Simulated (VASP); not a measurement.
## TePb: single point with PBE

Crystal: TePb.

```
Te Pb
1.0
     0.04034    3.22700    3.22700
     3.26734    0.00000    3.26734
     3.22700    3.22700    0.04034
Te Pb
1 1
Direct
  0.50000 0.50000 0.50000
  0.00000 0.00000 0.00000
```

This cell differs from its parent crystal: strain +0.0250 x Voigt [0, 0, 0, 0, 1, 0].

```json
{
  "Program": "VASP 6.6.1",
  "Task": "single point",
  "Functional": "PBE",
  "Potentials or basis": "VASP PAW PBE potentials, release 64 (Te, Pb_d)",
  "Cutoff": "520 eV",
  "k mesh": "8 × 8 × 8",
  "Occupations": "gaussian, width 0.05 eV",
  "Spin": "no spin polarisation"
}
```

The pressure is 2.3 GPa. The band gap on the k mesh is 0.60 eV, indirect (least direct gap 0.71 eV).

Stress tensor (GPa, compression positive):
```
 2.26  0.00 -0.35
 0.00  2.25  0.00
-0.35  0.00  2.26
```

Levels at points of the mesh, in eV from the valence-band top:
```csv
k point,band 6,band 7,band 8,band 9,band 10,band 11,band 12,band 13,band 14,band 15
"(0.00, 0.00, 0.00)",-12.11,-5.65,-1.53,-1.42,-1.31,3.99,4.02,4.06,5.58,5.73
"(0.50, 0.00, 0.00)",-10.65,-8.63,-1.02,-0.97,-0.11,0.60,1.12,1.19,8.37,9.08
"(0.00, 0.50, 0.00)",-10.68,-8.70,-0.95,-0.89,0.00,0.72,1.23,1.30,8.29,8.85
"(0.50, 0.50, 0.00)",-10.41,-7.36,-4.59,-2.88,-2.88,3.22,5.41,5.43,6.67,10.02
"(0.50, 0.00, 0.50)",-10.41,-7.36,-4.59,-3.00,-2.76,3.22,5.39,5.48,6.67,10.05
```

Wall time 100 s on 1 thread of AMD EPYC 7R43 64-Core Processor (Zen 3), on a shared host, peak memory 0.23 GiB.

Caveat: the cell differs from its parent crystal (strain +0.0250 x Voigt [0, 0, 0, 0, 1, 0]); spin-orbit coupling is left out, which moves the levels of the heavy elements. A k mesh can miss the band edges.
